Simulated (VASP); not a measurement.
# Al9N in VASP: further runs, part 2 of 2

VASP 6.6.1. The steps go on from the part before.

**3. Single point, PBE**

INCAR reads:

```
SYSTEM = Al9N
PREC = Accurate
ENCUT = 520
EDIFF = 1E-7
ISMEAR = 0
SIGMA = 0.1
LREAL = Auto
LASPH = .True.
NELM = 60
ALGO = Normal
ISIF = 2
LWAVE = .False.
LCHARG = .True.
LDIPOL = .True.
IDIPOL = 3
DIPOL = 0.5 0.5 0.297
GGA = PE
LELF = .True.
LVHAR = .True.
LVACPOTAV = .True.
NBANDS = 48
```

KPOINTS reads:

```
Automatic mesh
0
Gamma
  5 3 1
  0 0 0
```

POSCAR reads:

```
Al9N
1.0
    5.7070863110      0.0000000000      0.0000000000
   -1.4267715777      9.7014842372      0.0000000000
    0.0000000000      0.0000000000     22.7903703877
Al N
18 2
Direct
    0.2662216041      0.0648864163      0.1755127245
    0.7662216041      0.0648864163      0.1755127245
    0.3354806058      0.3419224231      0.2192029851
    0.8354806058      0.3419224231      0.2192029851
    0.1493324061      0.5973296244      0.2279410371
    0.6493324061      0.5973296244      0.2279410371
    0.4631842064      0.8527368258      0.2366790893
    0.9631842064      0.8527368258      0.2366790893
    0.0319772075      0.1277109158      0.2808262501
    0.5319772075      0.1277109158      0.2808262501
    0.0997917578      0.4042231245      0.3301071117
    0.5997917578      0.4042231245      0.3301071117
    0.4144000538      0.6596656467      0.3369822073
    0.9144000538      0.6596656467      0.3369822073
    0.2263076930      0.9110819227      0.3449259125
    0.7263076930      0.9110819227      0.3449259125
    0.2962427187      0.1814071959      0.3857054641
    0.7962427187      0.1814071959      0.3857054641
    0.3421762013      0.9110819227      0.4348490270
    0.6104391846      0.9110819227      0.4348490270
```

Potentials or basis: VASP PAW PBE potentials, release 64 (Al, N).

Started as:

```sh
cat potpaw_PBE.64/Al/POTCAR potpaw_PBE.64/N/POTCAR > POTCAR
mpirun -np 1 vasp_std > vasp.out
```

OUTCAR:

```text
SYSTEM = Al9N
   PREC = Accurate
   ENCUT = 520
   EDIFF = 1E-7
   ISMEAR = 0
   LREAL = Auto
   LASPH = .True.
   NELM = 60
   ISIF = 2
   GGA = PE

 ion  position               nearest neighbor table
   1  0.266  0.065  0.176-   2 2.85   2 2.85   9 2.86  10 2.86   7 2.87   3 2.87   8 2.87
   2  0.766  0.065  0.176-   1 2.85   1 2.85  10 2.86   9 2.86   8 2.87   4 2.87   7 2.87
   3  0.335  0.342  0.219-   4 2.85   4 2.85   6 2.87   5 2.87   1 2.87   9 2.89  10 2.89  12 2.96
                            11 2.97
   4  0.835  0.342  0.219-   3 2.85   3 2.85   5 2.87   6 2.87   2 2.87  10 2.89   9 2.89  11 2.96
                            12 2.97
   5  0.149  0.597  0.228-   6 2.85   6 2.85   4 2.87   3 2.87   7 2.87   8 2.87  13 2.93  14 2.93
                            11 2.99
   6  0.649  0.597  0.228-   5 2.85   5 2.85   3 2.87   4 2.87   8 2.87   7 2.87  14 2.93  13 2.93
                            12 2.99
   7  0.463  0.853  0.237-  10 2.85   8 2.85   8 2.85   5 2.87   1 2.87   6 2.87   2 2.87  16 2.90
                            15 2.91  13 2.96
   8  0.963  0.853  0.237-   9 2.85   7 2.85   7 2.85   6 2.87   2 2.87   5 2.87   1 2.87  15 2.90
                            16 2.91  14 2.96
[... 244 lines left out ...]
      6      -9.2892      2.00000
[... 365 lines left out ...]
     43       0.6725      0.00000
     44       0.6910      0.00000
 [bands above 44 left out]

------------------------ aborting loop because EDIFF is reached ----------------------------------------

  FORCE on cell =-STRESS in cart. coord.  units (eV):
  Direction    XX          YY          ZZ          XY          YZ          ZX
  --------------------------------------------------------------------------------------
  -------------------------------------------------------------------------------------
  Total      -23.3521368    -11.4572967     -5.2424837     -0.3194840      1.2166708      0.0726637
  in kB      -29.6505806    -14.5475123     -6.6564651     -0.4056539      1.5448263      0.0922623
  external PRESSURE =     -16.9515194 kB  Pullay stress =       0.0000000 kB

 VOLUME and BASIS-vectors are now :
 -----------------------------------------------------------------------------
  energy-cutoff  :      520.00
  volume of cell :     1261.84
      direct lattice vectors                 reciprocal lattice vectors
     5.707086311  0.000000000  0.000000000     0.175220760  0.025769253  0.000000000
    -1.426771578  9.701484237  0.000000000     0.000000000  0.103077011  0.000000000
     0.000000000  0.000000000 22.790370388     0.000000000  0.000000000  0.043878181

 POSITION                                       TOTAL-FORCE (eV/Angst)
 -----------------------------------------------------------------------------------
      1.42677      0.62949      4.00000        -0.007694      0.120936      0.067378
      4.28031      0.62949      4.00000         0.000206      0.127080      0.078446
      1.42677      3.31715      4.99572        -0.041310      0.066547      0.026496
      4.28031      3.31715      4.99572         0.051590      0.043263      0.074750
      0.00000      5.79498      5.19486        -0.052330     -0.130977     -0.001548
      2.85354      5.79498      5.19486         0.025876     -0.077227     -0.017038
[... 12 lines left out ...]
      0.65292      8.83885      9.91037         6.499734      0.274028     -1.283523
      2.18392      8.83885      9.91037        -6.491391      0.348640     -1.289235
 -----------------------------------------------------------------------------------
    total drift:                               -0.008013     -0.032519     -0.006836

  FREE ENERGIE OF THE ION-ELECTRON SYSTEM (eV)
  ---------------------------------------------------
  free  energy   TOTEN  =       -74.7657086963 eV

  energy  without entropy=      -74.6999358354  energy(sigma->0) =      -74.73282227

 vacuum level on the upper side and lower side of the slab         3.691         2.714
```

OSZICAR:

```text
N       E                     dE             d eps       ncg     rms          rms(c)
DAV:   1     0.300232686943E+03    0.30023E+03   -0.18265E+04   768   0.914E+02
DAV:   2    -0.305614176119E+02   -0.33079E+03   -0.31446E+03  1088   0.166E+02
DAV:   3    -0.753593022128E+02   -0.44798E+02   -0.41209E+02  1224   0.543E+01
[... 22 lines left out ...]
DAV:  26    -0.747657071613E+02   -0.29514E-05   -0.59390E-08   672   0.613E-04    0.178E-04
DAV:  27    -0.747657081427E+02   -0.98136E-06   -0.22105E-08   624   0.385E-04    0.951E-05
DAV:  28    -0.747657085292E+02   -0.38655E-06   -0.91027E-09   592   0.273E-04    0.431E-05
DAV:  29    -0.747657086324E+02   -0.10322E-06   -0.17841E-09   560   0.188E-04    0.182E-05
DAV:  30    -0.747657086963E+02   -0.63894E-07   -0.59109E-10   552   0.148E-04
   1 F= -.74765709E+02 E0= -.74732822E+02  d E =-.657729E-01
```

Wall time 16 min (1 thread of Intel Xeon 6975P-C (Granite Rapids), shared host); peak memory 1.2 GiB.

Results:

```
Free energy            : -74.7657 eV
Largest force          : 6.631 eV/Å
Band gap on the k mesh : zero (bands 32 and 33 overlap by 0.46 eV)
```

Forces on the atoms (eV/Å):
```
Al  -0.008  0.121  0.067
Al   0.000  0.127  0.078
Al  -0.041  0.067  0.026
Al   0.052  0.043  0.075
Al  -0.052 -0.131 -0.002
Al   0.026 -0.077 -0.017
Al   0.013 -0.046 -0.038
Al  -0.016 -0.092 -0.190
Al  -0.009 -0.003 -0.004
Al   0.016 -0.089  0.080
Al   0.011 -0.085 -0.029
Al   0.006  0.050  0.006
Al   0.014 -0.240 -0.045
Al  -0.048 -0.073 -0.018
Al   0.094 -0.151  1.054
Al  -0.057 -0.185  1.070
Al  -0.094  0.062  0.228
Al   0.085  0.080  0.230
N    6.500  0.274 -1.284
N   -6.491  0.349 -1.289
```

Levels at points of the mesh, in eV from the Fermi level:
```
           k point  band 30  band 31  band 32  band 33  band 34  band 35
(0.00, 0.00, 0.00)    -0.88    -0.62    -0.53    -0.35    -0.12     0.20
```

**4. Single point, PBE**

INCAR reads:

```
ALGO     = Normal         # electronic algorithm
DIPOL    = 0.5 0.5 0.300
EDIFF    = 1E-6           # SCF threshold, eV
ENCUT    = 520            # plane-wave cutoff, eV
GGA      = PE             # functional
IDIPOL   = 3            
ISIF     = 2              # what is computed and relaxed
ISMEAR   = 0              # smearing method
LASPH    = True           # aspherical terms in the spheres
LCHARG   = True           # write CHGCAR
LDIPOL   = True         
LELF     = True           # ELF
LREAL    = Auto         
LVACPOTAV= True         
LVHAR    = True         
LWAVE    = False          # write WAVECAR
NBANDS   = 48             # bands
NELM     = 60             # most SCF steps
PREC     = Accurate       # precision mode
SIGMA    = 0.1            # smearing width, eV
```

KPOINTS reads:

```
k-points
0
Gamma
  5 3 1
```

Changes to POSCAR since step 3:

```diff
@@ -26,3 +26,3 @@
     0.7962427187      0.1814071959      0.3857054641
-    0.3421762013      0.9110819227      0.4348490270
-    0.6104391846      0.9110819227      0.4348490270
+    0.3421762013      0.9110819227      0.4629310629
+    0.6104391846      0.9110819227      0.4629310629
```

Started as:

```sh
cat potpaw_PBE.64/Al/POTCAR potpaw_PBE.64/N/POTCAR > POTCAR
mpirun -np 1 vasp_std > vasp.out
```

It took 15 min on 1 thread of Intel Xeon 6975P-C (Granite Rapids), shared host; peak memory 1.2 GiB.

The run converged. Its results:

```
Free energy            : -73.4928 eV
Largest force          : 11.062 eV/Å
Band gap on the k mesh : zero (bands 32 and 33 overlap by 0.72 eV)
```

Forces on the atoms (eV/Å):
```
Al   -0.095   0.146   0.027
Al    0.085   0.127   0.035
Al   -0.055   0.069   0.037
Al    0.077   0.090   0.026
Al   -0.007  -0.080  -0.025
Al   -0.005  -0.062  -0.022
Al   -0.016  -0.106  -0.182
Al    0.015  -0.104  -0.163
Al   -0.009   0.011   0.012
Al    0.004  -0.031   0.047
Al   -0.017  -0.031  -0.025
Al    0.029   0.028  -0.012
Al   -0.015  -0.073   0.023
Al   -0.016  -0.038   0.058
Al   -0.051  -0.094   0.488
Al    0.064  -0.076   0.488
Al   -0.066   0.035   0.142
Al    0.068   0.022   0.148
N    11.048   0.054  -0.563
N   -11.037   0.114  -0.538
```

Levels at points of the mesh, in eV from the Fermi level:
| k point | band 29 | band 30 | band 31 | band 32 | band 33 | band 34 | band 35 | band 36 |
| --- | --- | --- | --- | --- | --- | --- | --- | --- |
| (0.00, 0.00, 0.00) | -1.06 | -0.90 | -0.65 | -0.57 | -0.56 | -0.41 | 0.18 | 0.55 |

**5. Single point, PBE**

INCAR reads:

```
ALGO = Normal ; DIPOL = 0.5 0.5 0.304
EDIFF = 1E-6 ; ENCUT = 520
GGA = PE ; IDIPOL = 3
ISIF = 2 ; ISMEAR = 0
LASPH = T ; LCHARG = T
LDIPOL = T ; LELF = T
LREAL = Auto ; LVACPOTAV = T
LVHAR = T ; LWAVE = F
NBANDS = 48 ; NELM = 100
PREC = Accurate ; SIGMA = 0.1
```

KPOINTS is that of step 4.

Changes to POSCAR since step 4:

```diff
@@ -26,3 +26,3 @@
     0.7962427187      0.1814071959      0.3857054641
-    0.3421762013      0.9110819227      0.4629310629
-    0.6104391846      0.9110819227      0.4629310629
+    0.3421762013      0.9110819227      0.4997887351
+    0.6104391846      0.9110819227      0.4997887351
```

Started as:

```sh
cat potpaw_PBE.64/Al/POTCAR potpaw_PBE.64/N/POTCAR > POTCAR
mpirun -np 1 vasp_std > vasp.out
```

It took 15 min on 1 thread of Intel Xeon 6975P-C (Granite Rapids), shared host; peak memory 1.2 GiB.

Results (log left out):

| Quantity | Value |
| --- | --- |
| Free energy | -73.0481 eV |
| Largest force | 13.424 eV/Å |
| Band gap on the k mesh | zero (bands 32 and 33 overlap by 0.71 eV) |

Forces on the atoms (eV/Å):
```
Al   -0.034   0.157   0.012
Al    0.022   0.145   0.015
Al   -0.017   0.037   0.054
Al    0.030   0.058   0.050
Al   -0.003  -0.068   0.007
Al   -0.002  -0.071   0.006
Al   -0.010  -0.101  -0.140
Al    0.012  -0.092  -0.128
Al   -0.002  -0.001   0.003
Al    0.002   0.006  -0.011
Al   -0.004  -0.011   0.002
Al    0.014  -0.014  -0.001
Al   -0.013  -0.008   0.026
Al   -0.002  -0.019   0.024
Al   -0.017  -0.026   0.094
Al    0.015  -0.012   0.085
Al   -0.007  -0.017   0.066
Al    0.010  -0.031   0.075
N    13.424   0.025  -0.125
N   -13.420   0.043  -0.116
```

Levels at points of the mesh, in eV from the Fermi level:
| k point | band 28 | band 29 | band 30 | band 31 | band 32 | band 33 | band 34 | band 35 | band 36 | band 37 |
| --- | --- | --- | --- | --- | --- | --- | --- | --- | --- | --- |
| (0.00, 0.00, 0.00) | -1.46 | -1.07 | -1.02 | -0.92 | -0.61 | -0.57 | -0.32 | 0.14 | 0.37 | 0.45 |

**6. Overview**

```csv
cell,gap on the mesh (eV),largest force (eV/Å)
"as given, atomic positions A",none,2.13
"as given, atomic positions B",none,6.63
"as given, atomic positions C",none,11.06
"as given, atomic positions D",none,13.42
```

Alike in all rows: task single point; level PBE; potentials or basis VASP PAW PBE potentials, release 64 (Al, N); no spin polarisation; k mesh 5 × 3 × 1; cutoff (eV) 520; smearing gaussian 0.1 eV.

Caveats: the standard files for N, O and F lose accuracy on very short bonds (at least some runs).

Total energies depend on the potentials used, so only differences within one code and one set of settings carry meaning.
